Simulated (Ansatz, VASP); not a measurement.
# SiGe: VASP beside Ansatz

INCAR

```
SYSTEM = SiGe
ALGO = Normal
EDIFF = 1E-7
ENCUT = 520
GGA = PS
ISIF = 2
ISMEAR = 0
LASPH = .True.
LCHARG = .False.
LREAL = .False.
LWAVE = .False.
NBANDS = 26
NELM = 60
PREC = Accurate
SIGMA = 0.03
```

The input KPOINTS:

```
k-points
0
Gamma
  12 12 6
  0 0 0
```

Contents of POSCAR:

```
SiGe
1.0
    3.9005968916      0.0000000000      0.0000000000
   -1.9502984458      3.3780159980      0.0000000000
    0.0000000000      0.0000000000      5.9279213651
Si Ge
2 2
Direct
    0.6666666667      0.3333333333      0.8745463420
    0.3333333333      0.6666666667      0.3745463420
    0.6666666667      0.3333333333      0.5004526580
    0.3333333333      0.6666666667      0.0004526580
```

Input for Ansatz:

```yaml
crystal:
  lattice:
    - [3.9005968916, 0.0, 0.0]
    - [-1.9502984458, 3.378015998, 0.0]
    - [0.0, 0.0, 5.9279213651]
  atoms:
    - { symbol: Si, position: [0.6666666667, 0.3333333333, 0.874546342] }
    - { symbol: Si, position: [0.3333333333, 0.6666666667, 0.374546342] }
    - { symbol: Ge, position: [0.6666666667, 0.3333333333, 0.500452658] }
    - { symbol: Ge, position: [0.3333333333, 0.6666666667, 0.000452658] }
basis:
  ecutwfc: 420
kpoints:
  mp_grid: { grid: [12, 12, 6] }
hamiltonian:
  xc: pbesol
scf:
  occupations: { method: gaussian, width: 0.03 }
output:
  forces: true
  stress: true
  eigenvalues: true
```

Change from the starting cell: strain +0.000 along x and y, -0.080 along z, atoms carried along.

Alike in both runs: task single point; functional PBEsol; k mesh 12 × 12 × 6; occupations gaussian, width 0.03 eV; no spin polarisation.

|  | VASP | Ansatz |
| --- | --- | --- |
| version | VASP 6.6.1 | Ansatz 0.2.0 |
| potentials or method | VASP PAW PBE potentials, release 64 (Si, Ge_d), cutoff 520 eV | scalar-relativistic, plane waves, PAW |
| valence electrons in the cell | 36 | 36 |

|  | VASP | Ansatz | Ansatz less VASP |
| --- | --- | --- | --- |
| gap on the k mesh at the Fermi level (eV) | none | none | - |
| pressure (GPa) | 9.4 | 9.4 | +0.03 |
| traceless stress, the component that is largest in VASP (GPa) | 16.18 | 16.17 | -0.009 |
| rms of the force components (eV/Å) | 0.819 | 0.823 | +0.0037 |

VASP's potentials were made for PBE, not for PBEsol. Atom by atom the forces differ by 0.004 eV/Å (rms over components). A gap of «none» marks a metal or a gap that the smearing closes. The functional is the same, so the differences come from potentials, cutoffs and numerics.
